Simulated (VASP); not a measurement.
# CoW3 (Pm-3m) in VASP: single point with PBEsol

Aim: the single point of CoW3 with PBEsol.

Program: VASP 6.6.1. These are calculated values, not measurements. Logs are shortened: lines on timing, memory, paths and dates and some standing lists are left out, and cuts for length are marked.

## (1) The cell of the first run

It takes space group Pm-3m (No. 221, cubic). The conventional cell has a = 3.858 Å, b = 3.858 Å, c = 3.858 Å, α = 90.00°, β = 90.00°, γ = 90.00°. Co (site symmetry m-3m) has 12 W at 2.73 Å within 3.6 Å. Within 3.6 Å of W (site symmetry 4/mmm) lie 8 W at 2.73 Å and 4 Co at 2.73 Å. Within 3.6 Å of W (site symmetry 4/mmm) lie 4 Co at 2.73 Å and 8 W at 2.73 Å.

## (2) Single point, PBEsol

File INCAR:

```
SYSTEM = CoW3
ALGO = Fast
EDIFF = 1E-6
ENCUT = 520
GGA = PS
ISIF = 2
ISMEAR = 0
LASPH = .TRUE.
LCHARG = .FALSE.
LREAL = .FALSE.
LWAVE = .FALSE.
NBANDS = 61
NELM = 100
PREC = Accurate
SIGMA = 0.15
```

File KPOINTS:

```
k-points
0
G
  12 12 6
  0 0 0
```

File POSCAR:

```
CoW3
1.0
    3.8582449768      0.0000000000      0.0000000000
    0.0000000000      3.8582449768      0.0000000000
    0.0000000000      0.0000000000      7.7164899537
Co W
2 6
Direct
    0.0000000000      0.0000000000      0.5000000000
    0.0000000000      0.0000000000      0.0000000000
    0.0000000000      0.5000000000      0.2500000000
    0.0000000000      0.5000000000      0.7500000000
    0.5000000000      0.0000000000      0.2500000000
    0.5000000000      0.0000000000      0.7500000000
    0.5000000000      0.5000000000      0.5000000000
    0.5000000000      0.5000000000      0.0000000000
```

Potentials or basis: VASP PAW PBE potentials, release 64 (Co, W_sv).

Launch:

```bash
$ cat potpaw_PBE.64/Co/POTCAR potpaw_PBE.64/W_sv/POTCAR > POTCAR
$ mpirun -np 1 vasp_std > vasp.out
```

OUTCAR:

```text
SYSTEM = CoW3
   EDIFF = 1E-6
   ENCUT = 520
   GGA = PS
   ISIF = 2
   ISMEAR = 0
   LASPH = .TRUE.
   LREAL = .FALSE.
   NELM = 100
   PREC = Accurate

 ion  position               nearest neighbor table
   1  0.000  0.000  0.500-   7 2.73   7 2.73   7 2.73   7 2.73   3 2.73   3 2.73   4 2.73   4 2.73
                             5 2.73   6 2.73   5 2.73   6 2.73
   2  0.000  0.000  0.000-   8 2.73   8 2.73   8 2.73   8 2.73   3 2.73   3 2.73   4 2.73   4 2.73
                             5 2.73   6 2.73   5 2.73   6 2.73
   3  0.000  0.500  0.250-   5 2.73   5 2.73   5 2.73   5 2.73   8 2.73   1 2.73   2 2.73   2 2.73
                             1 2.73   7 2.73   8 2.73   7 2.73
   4  0.000  0.500  0.750-   6 2.73   6 2.73   6 2.73   6 2.73   8 2.73   1 2.73   2 2.73   2 2.73
                             1 2.73   7 2.73   8 2.73   7 2.73
   5  0.500  0.000  0.250-   3 2.73   3 2.73   3 2.73   3 2.73   8 2.73   2 2.73   7 2.73   8 2.73
                             1 2.73   2 2.73   1 2.73   7 2.73
   6  0.500  0.000  0.750-   4 2.73   4 2.73   4 2.73   4 2.73   8 2.73   2 2.73   7 2.73   8 2.73
                             1 2.73   2 2.73   1 2.73   7 2.73
   7  0.500  0.500  0.500-   1 2.73   1 2.73   1 2.73   1 2.73   6 2.73   3 2.73   5 2.73   6 2.73
                             4 2.73   3 2.73   4 2.73   5 2.73
   8  0.500  0.500  0.000-   2 2.73   2 2.73   2 2.73   2 2.73   6 2.73   3 2.73   5 2.73   6 2.73
                             4 2.73   3 2.73   4 2.73   5 2.73

  LATTYP: Found a simple tetragonal cell.
 ALAT       =     3.8582449768
 C/A-ratio  =     2.0000000000

  Lattice vectors:

 A1 = (   3.8582449768,   0.0000000000,   0.0000000000)
 A2 = (   0.0000000000,   3.8582449768,   0.0000000000)
 A3 = (   0.0000000000,   0.0000000000,   7.7164899537)

Analysis of symmetry for initial positions (statically):
=====================================================================
 Subroutine PRICEL returns following result:

  LATTYP: Found a simple cubic cell.
 ALAT       =     3.8582449768

  Lattice vectors:

 A1 = (   3.8582449768,   0.0000000000,   0.0000000000)
 A2 = (   0.0000000000,   3.8582449768,   0.0000000000)
 A3 = (   0.0000000000,   0.0000000000,   3.8582449768)

   2 primitive cells build up your supercell.

 Routine SETGRP: Setting up the symmetry group for a
 simple tetragonal supercell.

 Subroutine GETGRP returns: Found 16 space group operations
 (whereof 16 operations were pure point group operations)
 out of a pool of 16 trial point group operations.

The static configuration has the point symmetry D_4h.

Analysis of symmetry for dynamics (positions and initial velocities):
=====================================================================
 Subroutine PRICEL returns following result:

  LATTYP: Found a simple cubic cell.
 ALAT       =     3.8582449768

  Lattice vectors:

 A1 = (   3.8582449768,   0.0000000000,   0.0000000000)
 A2 = (   0.0000000000,   3.8582449768,   0.0000000000)
 A3 = (   0.0000000000,   0.0000000000,   3.8582449768)

   2 primitive cells build up your supercell.

 Routine SETGRP: Setting up the symmetry group for a
 simple tetragonal supercell.

 Subroutine GETGRP returns: Found 16 space group operations
 (whereof 16 operations were pure point group operations)
 out of a pool of 16 trial point group operations.

The dynamic configuration has the point symmetry D_4h.

 Subroutine INISYM returns: Found 16 space group operations
 (whereof 16 operations are pure point group operations),
 and found     2 'primitive' translations

----------------------------------------------------------------------------------------

                                     Primitive cell

  volume of cell :      57.4340

  direct lattice vectors                    reciprocal lattice vectors
     3.858244977  0.000000000  0.000000000     0.259185201  0.000000000  0.000000000
     0.000000000  3.858244977  0.000000000     0.000000000  0.259185201  0.000000000
     0.000000000  0.000000000  3.858244977     0.000000000  0.000000000  0.259185201

  length of vectors
     3.858244977  3.858244977  3.858244977     0.259185201  0.259185201  0.259185201

  position of ions in fractional coordinates (direct lattice)
     0.000000000  0.000000000  0.000000000
     0.000000000  0.500000000  0.500000000
     0.500000000  0.000000000  0.500000000
     0.500000000  0.500000000  0.000000000

  ion indices of the primitive-cell ions
   primitive index   ion index
                 1           1
                 2           3
                 3           5
                 4           7

----------------------------------------------------------------------------------------

 KPOINTS: k-points

Automatic generation of k-mesh.
 Grid dimensions read from file:
 generate k-points for:   12   12    6

 Generating k-lattice:

  Cartesian coordinates                     Fractional coordinates (reciprocal lattice)
     0.021598767  0.000000000  0.000000000     0.083333333  0.000000000  0.000000000
     0.000000000  0.021598767  0.000000000     0.000000000  0.083333333  0.000000000
     0.000000000  0.000000000  0.021598767     0.000000000  0.000000000  0.166666667

  Length of vectors
     0.021598767  0.021598767  0.021598767

  Shift w.r.t. Gamma in fractional coordinates (k-lattice)
     0.000000000  0.000000000  0.000000000

 Subroutine IBZKPT returns following result:
 ===========================================

 Found    112 irreducible k-points:

 Following reciprocal coordinates:
            Coordinates               Weight
  0.000000  0.000000  0.000000      1.000000
  0.083333  0.000000  0.000000      4.000000
  0.166667  0.000000  0.000000      4.000000
  0.250000  0.000000  0.000000      4.000000
  0.333333  0.000000  0.000000      4.000000
  0.416667  0.000000  0.000000      4.000000
[... 16 lines left out ...]
  0.333333  0.333333  0.000000      4.000000
  0.416667  0.333333  0.000000      8.000000
 [... further k-points ...]
   k-points           NKPTS =    112   k-points in BZ     NKDIM =    112   number of bands    NBANDS=     61
   number of dos      NEDOS =    301   number of ions     NIONS =      8
   total plane-waves  NPLWV =  54000
   dimension x,y,z NGX =    30 NGY =   30 NGZ =   60
   dimension x,y,z NGXF=    60 NGYF=   60 NGZF=  120
   ions per type =               2   6
   NGX,Y,Z   is equivalent  to a cutoff of  12.93, 12.93, 12.93 a.u.
   NGXF,Y,Z  is equivalent  to a cutoff of  25.85, 25.85, 25.85 a.u.
 SYSTEM =  CoW3
   PREC   = accura    normal or accurate (medium, high low for compatibility)
   ISTART =      0    job   : 0-new  1-cont  2-samecut
   ICHARG =      2    charge: 1-file 2-atom 10-const
   ISPIN  =      1    spin polarized calculation?
   LNONCOLLINEAR =      F non collinear calculations
   LSORBIT =      F    spin-orbit coupling
   LASPH  =      T    aspherical Exc in radial PAW
   ENCUT  =  520.0 eV  38.22 Ry    6.18 a.u.   7.17  7.17 14.35*2*pi/ulx,y,z
   NELM   =    100;   NELMIN=  2; NELMDL= -5     # of ELM steps
   EDIFF  = 0.1E-05   stopping-criterion for ELM
   LREAL  =      F    real-space projection
   EDIFFG = 0.1E-04   stopping-criterion for IOM
   NSW    =      0    number of steps for IOM
   IBRION =     -1    ionic relax: 0-MD 1-quasi-New 2-CG
   NFREE  =      0    steps in history (QN), initial steepest desc. (CG)
   ISIF   =      2    stress and relaxation
   ISYM   =      2    0-nonsym 1-usesym 2-fastsym
   POTIM  = 0.5000    time-step for ionic-motion
   TEBEG  =    0.0;   TEEND  =   0.0 temperature during run
   PSTRESS=    0.0 pullay stress
   NELECT =     102.0000    total number of electrons
   NUPDOWN=      -1.0000    fix difference up-down
   EMIN   =  10.00;   EMAX   =-10.00  energy-range for DOS
   EFERMI =   0.00;   METHOD = LEGACY
   ISMEAR =     0;   SIGMA  =   0.15  broadening in eV -4-tet -1-fermi 0-gaus
   EFERMI_NEDOS =   21; number of points for ismear=-14 and -15
   IALGO  =     68    algorithm
   IMIX   =      4    mixing-type and parameters
     AMIX     =   0.40;   BMIX     =  1.00
     AMIX_MAG =   1.60;   BMIX_MAG =  1.00
  volume/ion in A,a.u.               =      14.36        96.90
  Fermi-wavevector in a.u.,A,eV,Ry     =   1.573530  2.973541 33.687989  2.475997
  Thomas-Fermi vector in A             =   2.674801
   LORBIT       =      0    0 simple, 1 ext, 2 COOP (PROOUT), +10 PAW based schemes
   GGA     = PS    functional components
   LHFCALC =     F    Hartree Fock is set to
   AEXX    =    0.0000 exact exchange contribution
   IVDW    =     0    specifies the selected vdW correction
   LEPSILON=     F    determine dielectric tensor
   LRPA    =     F    only Hartree local field effects (RPA)
 non-spin polarized calculation
 RMM-DIIS sequential band-by-band and
 Gauss-broadening in eV      SIGMA  =   0.15
  energy-cutoff  :      520.00
  volume of cell :      114.87
 maximum number of plane-waves:      3116
 NGX is ok and might be reduce to    30
   NGX = 15   NGY = 15   NGZ = 29

 number of electron     102.0000041 magnetization

 Free energy of the ion-electron system (eV)
  ---------------------------------------------------
  ext. energy  EPLUGINS =         0.00000000
  ---------------------------------------------------
  free energy    TOTEN  =       -96.31139963 eV

  energy without entropy =      -96.20634794  energy(sigma->0) =      -96.25887378

 E-fermi :  10.8098     XC(G=0): -13.8113

 val. band max:       10.7978134479   @ k =   0.1667   0.1667   0.0000
 cond. band min:      10.8124250612   @ k =   0.2500   0.1667   0.5000
 fundamental gap:      0.0146116133
 Fermi energy:        10.8097834354

 k-point     1 :       0.0000    0.0000    0.0000
  band No.  band energies     occupation
      1     -62.7819      2.00000
      2     -62.7190      2.00000
      3     -62.6561      2.00000
      4     -62.5931      2.00000
      5     -62.5931      2.00000
      6     -62.5927      2.00000
[... 53 lines left out ...]
     60      13.9908      0.00000
     61      13.9908      0.00000

 k-point     2 :       0.0833    0.0000    0.0000
  band No.  band energies     occupation
      1     -62.7791      2.00000
      2     -62.7168      2.00000
      3     -62.6561      2.00000
      4     -62.5960      2.00000
      5     -62.5948      2.00000
      6     -62.5931      2.00000
[... 1397 lines left out ...]
     60      13.7764      0.00000
     61      14.0786      0.00000

 k-point    24 :       0.4167    0.3333    0.0000
  band No.  band energies     occupation
      1     -62.6950      2.00000
      2     -62.6635      2.00000
      3     -62.6553      2.00000
      4     -62.6492      2.00000
      5     -62.6472      2.00000
      6     -62.6230      2.00000
[... 53 lines left out ...]
     60      13.7547      0.00000
     61      14.0596      0.00000

 [... further k-points ...]
[... 5 lines left out ...]
  --------------------------------------------------------------------------------------
  -------------------------------------------------------------------------------------
  Total        0.4750305      0.4750305      0.4750774      0.0000000      0.0000000      0.0000000
  in kB        6.6257145      6.6257145      6.6263678      0.0000000      0.0000000      0.0000000
  external PRESSURE =       6.6259323 kB  Pullay stress =       0.0000000 kB

 VOLUME and BASIS-vectors are now :
 -----------------------------------------------------------------------------
  energy-cutoff  :      520.00
  volume of cell :      114.87
      direct lattice vectors                 reciprocal lattice vectors
     3.858244977  0.000000000  0.000000000     0.259185201  0.000000000  0.000000000
     0.000000000  3.858244977  0.000000000     0.000000000  0.259185201  0.000000000
     0.000000000  0.000000000  7.716489954     0.000000000  0.000000000  0.129592601

 POSITION                                       TOTAL-FORCE (eV/Angst)
 -----------------------------------------------------------------------------------
      0.00000      0.00000      3.85824        -0.000000      0.000000     -0.000000
      0.00000      0.00000      0.00000        -0.000000      0.000000     -0.000000
      0.00000      1.92912      1.92912        -0.000000      0.000000     -0.000000
      0.00000      1.92912      5.78737        -0.000000      0.000000      0.000000
      1.92912      0.00000      1.92912        -0.000000      0.000000     -0.000000
      1.92912      0.00000      5.78737        -0.000000      0.000000      0.000000
      1.92912      1.92912      3.85824         0.000000     -0.000000     -0.000000
      1.92912      1.92912      0.00000         0.000000     -0.000000     -0.000000
 -----------------------------------------------------------------------------------
    total drift:                                0.000000      0.000000      0.000000

  FREE ENERGIE OF THE ION-ELECTRON SYSTEM (eV)
  ---------------------------------------------------
  free  energy   TOTEN  =       -96.3113996254 eV

  energy  without entropy=      -96.2063479422  energy(sigma->0) =      -96.25887378
```

Run time: 9.7 min. Hardware: 1 thread of Intel Xeon 6975P-C (Granite Rapids), shared host; peak memory 0.64 GiB.

Results:

* Free energy: -96.3114 eV
* Pressure: 0.7 GPa
* Band gap on the k mesh: zero (bands 51 and 52 overlap by 1.73 eV)

Levels at points of the mesh, in eV from the Fermi level:
```csv
k point,band 48,band 49,band 50,band 51,band 52,band 53,band 54,band 55
"(0.00, 0.00, 0.00)",0.26,0.42,0.42,0.66,1.01,1.90,1.90,1.90
"(0.50, 0.00, 0.00)",-0.98,0.06,0.26,0.26,0.59,0.59,0.66,1.01
"(0.50, 0.50, 0.00)",-0.86,-0.86,0.53,0.53,0.53,0.59,0.59,1.02
"(0.00, 0.00, 0.50)",0.50,0.50,0.50,0.54,0.54,1.40,1.40,2.69
"(0.50, 0.00, 0.50)",-1.20,-0.28,-0.28,0.32,0.32,1.01,1.01,1.07
"(0.50, 0.50, 0.50)",-0.85,-0.47,-0.47,-0.47,-0.47,-0.43,-0.43,-0.20
```

Caveat: the PAW data sets were made with another functional, which shifts forces and pressure a little; spin-orbit coupling is left out, which moves the levels of the heavy elements; the run has no spin polarisation, though such a crystal can be magnetic.
